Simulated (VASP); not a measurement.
Here is a VASP 6.6.1 calculation.

File POSCAR:

```
MnS
1.0
    0.0000000000      2.8266898080     -2.8266898080
    0.0000000000      2.8266898080      2.8266898080
    5.5430593059      0.0000000000      0.0000000000
Mn S
2 2
Direct
    0.0000000000      0.0000000000      0.0000000000
    0.5000000000      0.5000000000      0.5000000000
    0.0000000000      0.5000000000      0.2499999987
    0.5000000000      1.0000000000      0.7500000013
```

INCAR.step1

```
PREC = Accurate
ENCUT = 550
ISMEAR = 0
SIGMA = 0.05
LREAL = F
LASPH = T
NELM = 200
ISPIN = 2
MAGMOM = 4.57 -4.57 0 0
LMAXMIX = 4
GGA = PE
ALGO = Normal
EDIFF = 1E-5
LWAVE = T
LCHARG = F
GGA_COMPAT = F
IBRION = 2
ISIF = 3
EDIFFG = -0.005
NELMIN = 4
NSW = 100
KPAR = 4
```

Contents of INCAR.step2:

```
PREC = Accurate
ENCUT = 550
EDIFF = 1E-7
ISMEAR = 0
SIGMA = 0.05
LREAL = F
LASPH = T
NELM = 200
ALGO = Normal
ISIF = 4
LWAVE = F
LCHARG = F
ISPIN = 2
MAGMOM = 4.57 -4.57 0 0
LORBIT = 11
LMAXMIX = 4
METAGGA = R2SCAN
LMIXTAU = T
IBRION = 2
NSW = 60
EDIFFG = -0.01
ISTART = 1
GGA_COMPAT = F
NELMIN = 4
KPAR = 4
```

KPOINTS

```
regular mesh
0
Gamma
  6 6 4
```

Potentials or basis: VASP PAW PBE potentials, release 64 (Mn_pv, S).

Launch:

```sh
$ cat potpaw_PBE.64/Mn_pv/POTCAR potpaw_PBE.64/S/POTCAR > POTCAR
$ cp INCAR.step1 INCAR
$ mpirun -np 4 vasp_std > vasp.out
$ cp INCAR.step2 INCAR
$ mpirun -np 4 vasp_std > vasp.out
```

**Question.** Predict the net moment.

**Answer.** 0.00 μB per cell.

**Question.** Estimate the site moments.

**Answer.** Mn +4.33, -4.33; S +0.00 μB.

Final structure:
```
Mn S
1.0
     0.00000    2.82669   -2.82669
     0.00000    2.82669    2.82669
     5.54306    0.00000    0.00000
Mn S
2 2
Direct
  0.00000 0.00000 0.00000
  0.50000 0.50000 0.50000
  0.00000 0.50000 0.25000
  0.50000 0.00000 0.75000
```

Caveat: the relaxation stopped at its first step, so nothing moved.
